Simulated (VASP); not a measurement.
# WSe2 in VASP: a series of runs, part 2 of 2

VASP 6.6.1.

**4. Single point, LDA (atoms displaced along several vibrational modes)**

INCAR reads:

```
PREC = Accurate
ENCUT = 520
EDIFF = 1E-6
ISMEAR = 0
SIGMA = 0.05
LREAL = False
LASPH = True
NELM = 80
ALGO = Normal
ISIF = 2
LWAVE = False
LCHARG = False
NBANDS = 35
```

KPOINTS reads:

```
Automatic mesh
0
Gamma
  9 9 2
```

POSCAR reads:

```
WSe2
1.0
    3.2486079436      0.0000000000      0.0000000000
   -1.6243039718      2.8133770061      0.0000000000
    0.0000000000      0.0000000000     23.6283233151
W Se
2 4
Direct
    0.5295493742      0.3333333333      0.1354666708
    0.4547883139      0.6666666667      0.8645333292
    0.2286731201      0.6666666667      0.2058884835
    0.7861150639      0.3333333333      0.9351101390
    0.2318582248      0.6666666667      0.0648898610
    0.7898145632      0.3333333333      0.7941115165
```

Potentials or basis: VASP PAW LDA potentials, release 64 (W_sv, Se).

Launch:

```
> cat potpaw_LDA.64/W_sv/POTCAR potpaw_LDA.64/Se/POTCAR > POTCAR
> mpirun -np 1 vasp_std > vasp.out
```

OUTCAR:

```text
PREC = Accurate
   ENCUT = 520
   EDIFF = 1E-6
   ISMEAR = 0
   LREAL = False
   LASPH = True
   NELM = 80
   ISIF = 2

 ion  position               nearest neighbor table
   1  0.530  0.333  0.135-   5 2.44   3 2.44   3 2.51   5 2.51   3 2.58   5 2.59
   2  0.455  0.667  0.865-   6 2.50   4 2.51   6 2.51   4 2.51   6 2.51   4 2.51
   3  0.229  0.667  0.206-   1 2.44   1 2.51   1 2.58
   4  0.786  0.333  0.935-   2 2.51   2 2.51   2 2.51
   5  0.232  0.667  0.065-   1 2.44   1 2.51   1 2.59
   6  0.790  0.333  0.794-   2 2.50   2 2.51   2 2.51

  LATTYP: Found a hexagonal cell.
 ALAT       =     3.2486079436
 C/A-ratio  =     7.2733686937

  Lattice vectors:

 A1 = (   3.2486079436,   0.0000000000,   0.0000000000)
 A2 = (  -1.6243039718,   2.8133770061,   0.0000000000)
 A3 = (   0.0000000000,   0.0000000000,  23.6283233151)

Analysis of symmetry for initial positions (statically):
=====================================================================
 Subroutine PRICEL returns:
 Original cell was already a primitive cell.

 Routine SETGRP: Setting up the symmetry group for a
 hexagonal supercell.

 Subroutine GETGRP returns: Found  1 space group operations
 (whereof  1 operations were pure point group operations)
 out of a pool of 24 trial point group operations.

The static configuration has the point symmetry C_1 .

Analysis of symmetry for dynamics (positions and initial velocities):
=====================================================================
 Subroutine PRICEL returns:
 Original cell was already a primitive cell.

 Routine SETGRP: Setting up the symmetry group for a
 hexagonal supercell.

 Subroutine GETGRP returns: Found  1 space group operations
 (whereof  1 operations were pure point group operations)
 out of a pool of 24 trial point group operations.

The dynamic configuration has the point symmetry C_1 .
[... 126 lines left out ...]
     AMIX     =   0.40;   BMIX     =  1.00
     AMIX_MAG =   1.60;   BMIX_MAG =  1.00
  volume/ion in A,a.u.               =      35.99       242.89
  Fermi-wavevector in a.u.,A,eV,Ry     =   1.018490  1.924666 14.113608  1.037321
  Thomas-Fermi vector in A             =   2.151950
   LORBIT       =      0    0 simple, 1 ext, 2 COOP (PROOUT), +10 PAW based schemes
   GGA     = CA    functional components
   LHFCALC =     F    Hartree Fock is set to
   AEXX    =    0.0000 exact exchange contribution
   IVDW    =     0    specifies the selected vdW correction
   LEPSILON=     F    determine dielectric tensor
   LRPA    =     F    only Hartree local field effects (RPA)
 non-spin polarized calculation
 Gauss-broadening in eV      SIGMA  =   0.05
  energy-cutoff  :      520.00
  volume of cell :      215.95
 maximum number of plane-waves:      5916
   NGX = 13   NGY = 13   NGZ = 87

 number of electron      51.9999996 magnetization

 Free energy of the ion-electron system (eV)
  ---------------------------------------------------
  ext. energy  EPLUGINS =         0.00000000
  ---------------------------------------------------
  free energy    TOTEN  =       -48.19945646 eV

  energy without entropy =      -48.19945646  energy(sigma->0) =      -48.19945646

 E-fermi :   1.5965     XC(G=0):  -6.5316

 val. band max:        1.1650899385   @ k =   0.0000   0.0000   0.0000
 cond. band min:       2.4627217466   @ k =   0.2222   0.1111   0.0000
 fundamental gap:      1.2976318080
 Fermi energy:         1.5964920659

 k-point     1 :       0.0000    0.0000    0.0000
  band No.  band energies     occupation
      1     -72.5007      2.00000
      2     -72.4985      2.00000
      3     -37.0626      2.00000
      4     -37.0503      2.00000
      5     -36.8918      2.00000
      6     -36.8711      2.00000
[... 901 lines left out ...]
     34       5.9455      0.00000
     35       6.6252      0.00000

 [... further k-points ...]

------------------------ aborting loop because EDIFF is reached ----------------------------------------

  FORCE on cell =-STRESS in cart. coord.  units (eV):
  Direction    XX          YY          ZZ          XY          YZ          ZX
  --------------------------------------------------------------------------------------
  -------------------------------------------------------------------------------------
  Total        0.6772631      0.8369360      1.6375840     -0.8442929      0.2349668      0.7716183
  in kB        5.0246967      6.2093290     12.1494337     -6.2639114      1.7432473      5.7247295
  external PRESSURE =       7.7944864 kB  Pullay stress =       0.0000000 kB

 VOLUME and BASIS-vectors are now :
 -----------------------------------------------------------------------------
  energy-cutoff  :      520.00
  volume of cell :      215.95
      direct lattice vectors                 reciprocal lattice vectors
     3.248607944  0.000000000  0.000000000     0.307824156  0.177722360  0.000000000
    -1.624303972  2.813377006  0.000000000     0.000000000  0.355444719  0.000000000
     0.000000000  0.000000000 23.628323315     0.000000000  0.000000000  0.042322089

 POSITION                                       TOTAL-FORCE (eV/Angst)
 -----------------------------------------------------------------------------------
      1.17886      0.93779      3.20085         2.204269     -0.061786      0.029373
      0.39456      1.87558     20.42747        -0.060754     -0.016626     -0.010393
     -0.34000      1.87558      4.86480        -1.045954      0.030569      0.244293
      2.01234      0.93779     22.09508        -0.010373     -0.049697     -0.014216
     -0.32965      1.87558      1.53324        -1.046394      0.098428     -0.138629
      2.02436      0.93779     18.76352        -0.040792     -0.000887     -0.110429
 -----------------------------------------------------------------------------------
    total drift:                               -0.000141     -0.000002     -0.000040

  FREE ENERGIE OF THE ION-ELECTRON SYSTEM (eV)
  ---------------------------------------------------
  free  energy   TOTEN  =       -48.1994564575 eV

  energy  without entropy=      -48.1994564575  energy(sigma->0) =      -48.19945646
```

OSZICAR:

```text
N       E                     dE             d eps       ncg     rms          rms(c)
DAV:   1     0.471457671048E+03    0.47146E+03   -0.27285E+04  6708   0.131E+03
DAV:   2    -0.174189537504E+02   -0.48888E+03   -0.47468E+03  7231   0.334E+02
DAV:   3    -0.491868100086E+02   -0.31768E+02   -0.31360E+02  7213   0.817E+01
[... 14 lines left out ...]
DAV:  18    -0.481994110358E+02   -0.29900E-04   -0.89858E-07  4962   0.252E-03    0.160E-03
DAV:  19    -0.481994460076E+02   -0.34972E-04   -0.19293E-06  4921   0.247E-03    0.757E-04
DAV:  20    -0.481994518832E+02   -0.58755E-05   -0.20026E-07  4732   0.971E-04    0.613E-04
DAV:  21    -0.481994559211E+02   -0.40379E-05   -0.25409E-07  4313   0.904E-04    0.255E-04
DAV:  22    -0.481994564575E+02   -0.53645E-06   -0.22311E-08  3565   0.379E-04
   1 F= -.48199456E+02 E0= -.48199456E+02  d E =-.162660E-35
```

It took 7 min on 1 thread of Intel Xeon 6975P-C (Granite Rapids), shared host; peak memory 0.61 GiB.

Results:

- Free energy: -48.1995 eV
- Largest force: 2.205 eV/Å
- Band gap on the k mesh: 1.30 eV (least direct gap 1.69 eV)

Forces in eV/Å, atoms in the order of the input:
```
W    2.204 -0.062  0.029
W   -0.061 -0.017 -0.010
Se  -1.046  0.031  0.244
Se  -0.010 -0.050 -0.014
Se  -1.046  0.098 -0.139
Se  -0.041 -0.001 -0.110
```

Caveat: the cell differs from its parent crystal (atoms displaced along several vibrational modes); there is no dipole correction, which matters where the two faces differ; spin-orbit coupling is left out, which moves the levels of the heavy elements.

**5. Summary**

| cell | gap on the mesh (eV) | largest force (eV/Å) |
| --- | --- | --- |
| as given, atomic positions A | 1.29 | 0.66 |
| as given, atomic positions B | 1.31 | 1.50 |
| as given, atomic positions C | 1.30 | 2.21 |

Alike in all rows: task single point; level LDA; potentials or basis VASP PAW LDA potentials, release 64 (W_sv, Se); no spin polarisation; k mesh 9 × 9 × 2; cutoff (eV) 520; smearing gaussian 0.05 eV.

Caveats: there is no dipole correction, which matters where the two faces differ; spin-orbit coupling is left out, which moves the levels of the heavy elements.

Absolute energies hang on the potentials; compare differences alone.
